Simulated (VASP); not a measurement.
# Cu in VASP: single point with PBEsol

Aim: the single point of Cu with PBEsol.

All numbers are computed with VASP 6.6.1; they aren't measurements. Logs are shortened: lines on timing, memory, paths and dates and some standing lists are left out, and cuts for length are marked.

## Step 1: The cell of the first run

The cell holds a slab with vacuum, 11 atoms: a = 2.556 Å, b = 2.556 Å, c = 33.075 Å, α = 90.00°, β = 90.00°, γ = 90.00°.

## Step 2: Single point, PBEsol

The input, INCAR:

```
SYSTEM = Cu
ALGO = Normal ; DIPOL = 0.5 0.5 0.500
EDIFF = 1E-6 ; ENCUT = 520
GGA = PS ; IDIPOL = 3
ISIF = 2 ; ISMEAR = 0
LASPH = .TRUE. ; LCHARG = .FALSE.
LDIPOL = .TRUE. ; LREAL = .FALSE.
LWAVE = .FALSE. ; NBANDS = 72
NELM = 100 ; PREC = Accurate
SIGMA = 0.1
```

The input, KPOINTS:

```
k-points
0
G
  18 18 1
  0 0 0
```

The input, POSCAR:

```
Cu
1.0
    2.5561910140      0.0000000000      0.0000000000
    0.0000000000      2.5561910140      0.0000000000
    0.0000000000      0.0000000000     33.0750000000
Cu
11
Direct
    0.0000000000      0.0000000000      0.2378894760
    0.5000000000      0.5000000000      0.2889622560
    0.0000000000      0.0000000000      0.3419343096
    0.5000000000      0.5000000000      0.3947089351
    0.0000000000      0.0000000000      0.4473566953
    0.5000000000      0.5000000000      0.4999999923
    0.0000000000      0.0000000000      0.5526432895
    0.5000000000      0.5000000000      0.6052910500
    0.0000000000      0.0000000000      0.6580656824
    0.5000000000      0.5000000000      0.7110377631
    0.0000000000      0.0000000000      0.7621105508
```

Potentials or basis: VASP PAW PBE potentials, release 64 (Cu).

Launch:

```bash
$ cat potpaw_PBE.64/Cu/POTCAR > POTCAR
$ mpirun -np 1 vasp_std > vasp.out
```

OUTCAR:

```text
SYSTEM = Cu
   EDIFF = 1E-6
   ENCUT = 520
   GGA = PS
   ISIF = 2
   ISMEAR = 0
   LASPH = .TRUE.
   LREAL = .FALSE.
   NELM = 100
   PREC = Accurate

 ion  position               nearest neighbor table
   1  0.000  0.000  0.238-   2 2.47   2 2.47   2 2.47   2 2.47
   2  0.500  0.500  0.289-   1 2.47   1 2.47   1 2.47   1 2.47   3 2.52   3 2.52   3 2.52   3 2.52

   3  0.000  0.000  0.342-   4 2.51   4 2.51   4 2.51   4 2.51   2 2.52   2 2.52   2 2.52   2 2.52

   4  0.500  0.500  0.395-   5 2.51   5 2.51   5 2.51   5 2.51   3 2.51   3 2.51   3 2.51   3 2.51

   5  0.000  0.000  0.447-   6 2.51   6 2.51   6 2.51   6 2.51   4 2.51   4 2.51   4 2.51   4 2.51

   6  0.500  0.500  0.500-   5 2.51   5 2.51   5 2.51   5 2.51   7 2.51   7 2.51   7 2.51   7 2.51

   7  0.000  0.000  0.553-   6 2.51   6 2.51   6 2.51   6 2.51   8 2.51   8 2.51   8 2.51   8 2.51

   8  0.500  0.500  0.605-   7 2.51   7 2.51   7 2.51   7 2.51   9 2.51   9 2.51   9 2.51   9 2.51

   9  0.000  0.000  0.658-   8 2.51   8 2.51   8 2.51   8 2.51  10 2.52  10 2.52  10 2.52  10 2.52

  10  0.500  0.500  0.711-  11 2.47  11 2.47  11 2.47  11 2.47   9 2.52   9 2.52   9 2.52   9 2.52

  11  0.000  0.000  0.762-  10 2.47  10 2.47  10 2.47  10 2.47

  LATTYP: Found a simple tetragonal cell.
 ALAT       =     2.5561910140
 C/A-ratio  =    12.9391738797

  Lattice vectors:

 A1 = (   2.5561910140,   0.0000000000,   0.0000000000)
 A2 = (   0.0000000000,   2.5561910140,   0.0000000000)
 A3 = (   0.0000000000,   0.0000000000,  33.0750000000)

Analysis of symmetry for initial positions (statically):
=====================================================================
 Subroutine PRICEL returns:
 Original cell was already a primitive cell.

 Routine SETGRP: Setting up the symmetry group for a
 simple tetragonal supercell.

 Subroutine GETGRP returns: Found 16 space group operations
 (whereof 16 operations were pure point group operations)
 out of a pool of 16 trial point group operations.

The static configuration has the point symmetry D_4h.

Analysis of symmetry for dynamics (positions and initial velocities):
=====================================================================
 Subroutine PRICEL returns:
 Original cell was already a primitive cell.

 Routine SETGRP: Setting up the symmetry group for a
 simple tetragonal supercell.

 Subroutine GETGRP returns: Found 16 space group operations
 (whereof 16 operations were pure point group operations)
 out of a pool of 16 trial point group operations.

The dynamic configuration has the point symmetry D_4h.

 Subroutine INISYM returns: Found 16 space group operations
 (whereof 16 operations are pure point group operations),
 and found     1 'primitive' translations

----------------------------------------------------------------------------------------

                                     Primitive cell

  volume of cell :     216.1158

  direct lattice vectors                    reciprocal lattice vectors
     2.556191014  0.000000000  0.000000000     0.391207071  0.000000000  0.000000000
     0.000000000  2.556191014  0.000000000     0.000000000  0.391207071  0.000000000
     0.000000000  0.000000000 33.075000000     0.000000000  0.000000000  0.030234316

  length of vectors
     2.556191014  2.556191014 33.075000000     0.391207071  0.391207071  0.030234316

  position of ions in fractional coordinates (direct lattice)
     0.000000000  0.000000000  0.237889476
     0.500000000  0.500000000  0.288962256
     0.000000000  0.000000000  0.341934310
     0.500000000  0.500000000  0.394708935
     0.000000000  0.000000000  0.447356695
     0.500000000  0.500000000  0.499999992
     0.000000000  0.000000000  0.552643289
     0.500000000  0.500000000  0.605291050
     0.000000000  0.000000000  0.658065682
     0.500000000  0.500000000  0.711037763
     0.000000000  0.000000000  0.762110551

  ion indices of the primitive-cell ions
   primitive index   ion index
                 1           1
                 2           2
                 3           3
                 4           4
                 5           5
                 6           6
                 7           7
                 8           8
                 9           9
                10          10
                11          11

----------------------------------------------------------------------------------------

 KPOINTS: k-points

Automatic generation of k-mesh.
 Grid dimensions read from file:
 generate k-points for:   18   18    1

 Generating k-lattice:

  Cartesian coordinates                     Fractional coordinates (reciprocal lattice)
     0.021733726  0.000000000  0.000000000     0.055555556  0.000000000  0.000000000
     0.000000000  0.021733726  0.000000000     0.000000000  0.055555556  0.000000000
     0.000000000  0.000000000  0.030234316     0.000000000  0.000000000  1.000000000

  Length of vectors
     0.021733726  0.021733726  0.030234316

  Shift w.r.t. Gamma in fractional coordinates (k-lattice)
     0.000000000  0.000000000  0.000000000

 Subroutine IBZKPT returns following result:
 ===========================================

 Found     55 irreducible k-points:

 Following reciprocal coordinates:
            Coordinates               Weight
  0.000000  0.000000  0.000000      1.000000
  0.055556  0.000000  0.000000      4.000000
  0.111111  0.000000  0.000000      4.000000
  0.166667  0.000000  0.000000      4.000000
  0.222222  0.000000  0.000000      4.000000
  0.277778  0.000000  0.000000      4.000000
[... 16 lines left out ...]
  0.277778  0.111111  0.000000      8.000000
  0.333333  0.111111  0.000000      8.000000
 [... further k-points ...]
   k-points           NKPTS =     55   k-points in BZ     NKDIM =     55   number of bands    NBANDS=     72
   number of dos      NEDOS =    301   number of ions     NIONS =     11
   total plane-waves  NPLWV = 100000
   dimension x,y,z NGX =    20 NGY =   20 NGZ =  250
   dimension x,y,z NGXF=    40 NGYF=   40 NGZF=  500
   ions per type =              11
   NGX,Y,Z   is equivalent  to a cutoff of  13.01, 13.01, 12.57 a.u.
   NGXF,Y,Z  is equivalent  to a cutoff of  26.01, 26.01, 25.13 a.u.
 SYSTEM =  Cu
   PREC   = accura    normal or accurate (medium, high low for compatibility)
   ISTART =      0    job   : 0-new  1-cont  2-samecut
   ICHARG =      2    charge: 1-file 2-atom 10-const
   ISPIN  =      1    spin polarized calculation?
   LNONCOLLINEAR =      F non collinear calculations
   LSORBIT =      F    spin-orbit coupling
   LASPH  =      T    aspherical Exc in radial PAW
   ENCUT  =  520.0 eV  38.22 Ry    6.18 a.u.   4.75  4.75 61.50*2*pi/ulx,y,z
   NELM   =    100;   NELMIN=  2; NELMDL= -5     # of ELM steps
   EDIFF  = 0.1E-05   stopping-criterion for ELM
   LREAL  =      F    real-space projection
   EDIFFG = 0.1E-04   stopping-criterion for IOM
   NSW    =      0    number of steps for IOM
   IBRION =     -1    ionic relax: 0-MD 1-quasi-New 2-CG
   NFREE  =      0    steps in history (QN), initial steepest desc. (CG)
   ISIF   =      2    stress and relaxation
   ISYM   =      2    0-nonsym 1-usesym 2-fastsym
   POTIM  = 0.5000    time-step for ionic-motion
   TEBEG  =    0.0;   TEEND  =   0.0 temperature during run
   PSTRESS=    0.0 pullay stress
   NELECT =     121.0000    total number of electrons
   NUPDOWN=      -1.0000    fix difference up-down
   EMIN   =  10.00;   EMAX   =-10.00  energy-range for DOS
   EFERMI =   0.00;   METHOD = LEGACY
   ISMEAR =     0;   SIGMA  =   0.10  broadening in eV -4-tet -1-fermi 0-gaus
   EFERMI_NEDOS =   21; number of points for ismear=-14 and -15
   IALGO  =     38    algorithm
   IMIX   =      4    mixing-type and parameters
     AMIX     =   0.40;   BMIX     =  1.00
     AMIX_MAG =   1.60;   BMIX_MAG =  1.00
  volume/ion in A,a.u.               =      19.65       132.58
  Fermi-wavevector in a.u.,A,eV,Ry     =   1.349298  2.549803 24.770827  1.820604
  Thomas-Fermi vector in A             =   2.476896
   LORBIT       =      0    0 simple, 1 ext, 2 COOP (PROOUT), +10 PAW based schemes
   GGA     = PS    functional components
   LHFCALC =     F    Hartree Fock is set to
   AEXX    =    0.0000 exact exchange contribution
   IVDW    =     0    specifies the selected vdW correction
   LEPSILON=     F    determine dielectric tensor
   LRPA    =     F    only Hartree local field effects (RPA)
 non-spin polarized calculation
 Gauss-broadening in eV      SIGMA  =   0.10
  energy-cutoff  :      520.00
  volume of cell :      216.12
 maximum number of plane-waves:      5853
 NGX is ok and might be reduce to    20
   NGX =  9   NGY =  9   NGZ =123

 dipolmoment           0.000000      0.000000     -0.000000 electrons x Angstroem

 number of electron     120.9999815 magnetization

 dipolmoment           0.000000      0.000000      0.000000 electrons x Angstroem

 Free energy of the ion-electron system (eV)
  ---------------------------------------------------
  ext. energy  EPLUGINS =         0.00000000
  ---------------------------------------------------
  free energy    TOTEN  =       -45.92906687 eV

  energy without entropy =      -45.90618515  energy(sigma->0) =      -45.91762601

 E-fermi :   2.6415     XC(G=0):  -8.1757

 val. band max:        2.6408656229   @ k =   0.4444   0.0556   0.0000
 cond. band min:       2.6422929927   @ k =   0.3889   0.2222   0.0000
 fundamental gap:      0.0014273698
 Fermi energy:         2.6414810679

 k-point     1 :       0.0000    0.0000    0.0000
  band No.  band energies     occupation
      1      -6.9277      2.00000
      2      -6.6291      2.00000
      3      -6.1596      2.00000
      4      -5.5141      2.00000
      5      -4.7145      2.00000
      6      -3.8470      2.00000
[... 64 lines left out ...]
     71       9.6105      0.00000
     72      10.7618      0.00000
[... 1723 lines left out ...]
     71       8.6537      0.00000
     72       8.7660      0.00000

 [... further k-points ...]

------------------------ aborting loop because EDIFF is reached ----------------------------------------

 vacuum level on the upper side and lower side of the slab       (xc-potential included)        -0.204        -0.204

  FORCE on cell =-STRESS in cart. coord.  units (eV):
  Direction    XX          YY          ZZ          XY          YZ          ZX
  --------------------------------------------------------------------------------------
  -------------------------------------------------------------------------------------
  Total       -2.1993344     -2.1993344      0.5335624      0.0000000      0.0000000      0.0000000
  in kB      -16.3047966    -16.3047966      3.9555727      0.0000000      0.0000000      0.0000000
  external PRESSURE =      -9.5513402 kB  Pullay stress =       0.0000000 kB

 VOLUME and BASIS-vectors are now :
 -----------------------------------------------------------------------------
  energy-cutoff  :      520.00
  volume of cell :      216.12
      direct lattice vectors                 reciprocal lattice vectors
     2.556191014  0.000000000  0.000000000     0.391207071  0.000000000  0.000000000
     0.000000000  2.556191014  0.000000000     0.000000000  0.391207071  0.000000000
     0.000000000  0.000000000 33.075000000     0.000000000  0.000000000  0.030234316

 POSITION                                       TOTAL-FORCE (eV/Angst)
 -----------------------------------------------------------------------------------
      0.00000      0.00000      7.86819         0.000000     -0.000000     -0.035982
      1.27810      1.27810      9.55743        -0.000000      0.000000      0.003425
      0.00000      0.00000     11.30948        -0.000000     -0.000000     -0.000614
      1.27810      1.27810     13.05500         0.000000      0.000000     -0.003190
      0.00000      0.00000     14.79632        -0.000000     -0.000000      0.000799
      1.27810      1.27810     16.53750        -0.000000     -0.000000      0.000000
      0.00000      0.00000     18.27868        -0.000000      0.000000     -0.000799
      1.27810      1.27810     20.02000        -0.000000      0.000000      0.003190
      0.00000      0.00000     21.76552         0.000000     -0.000000      0.000614
      1.27810      1.27810     23.51757        -0.000000      0.000000     -0.003425
      0.00000      0.00000     25.20681        -0.000000     -0.000000      0.035982
 -----------------------------------------------------------------------------------
    total drift:                               -0.000000     -0.000000      0.000042

  FREE ENERGIE OF THE ION-ELECTRON SYSTEM (eV)
  ---------------------------------------------------
  free  energy   TOTEN  =       -45.9290668710 eV

  energy  without entropy=      -45.9061851477  energy(sigma->0) =      -45.91762601

 vacuum level on the upper side and lower side of the slab         7.096         7.095
```

It took 30 min on 1 thread of Intel Xeon Platinum 8488C (Sapphire Rapids), shared host; peak memory 0.67 GiB.

Results:

| Quantity | Value |
| --- | --- |
| Free energy | -45.9291 eV |
| Largest force | 0.036 eV/Å |

Forces in eV/Å, atoms in the order of the input:
```
Cu   0.000  0.000 -0.036
Cu   0.000  0.000  0.003
Cu   0.000  0.000 -0.001
Cu   0.000  0.000 -0.003
Cu   0.000  0.000  0.001
Cu   0.000  0.000  0.000
Cu   0.000  0.000 -0.001
Cu   0.000  0.000  0.003
Cu   0.000  0.000  0.001
Cu   0.000  0.000 -0.003
Cu   0.000  0.000  0.036
```

Levels at points of the mesh, in eV from the Fermi level:
```csv
k point,band 59,band 60,band 61,band 62,band 63,band 64,band 65,band 66
"(0.00, 0.00, 0.00)",-1.52,-1.50,-1.50,-1.49,-1.49,-0.92,0.20,1.17
"(0.50, 0.00, 0.00)",-0.59,-0.50,-0.45,-0.43,-0.35,-0.35,-0.12,-0.12
"(0.50, 0.50, 0.00)",2.04,2.87,2.87,3.87,3.87,5.01,5.01,6.24
```

Caveat: the PAW data sets were made with another functional, which shifts forces and pressure a little.
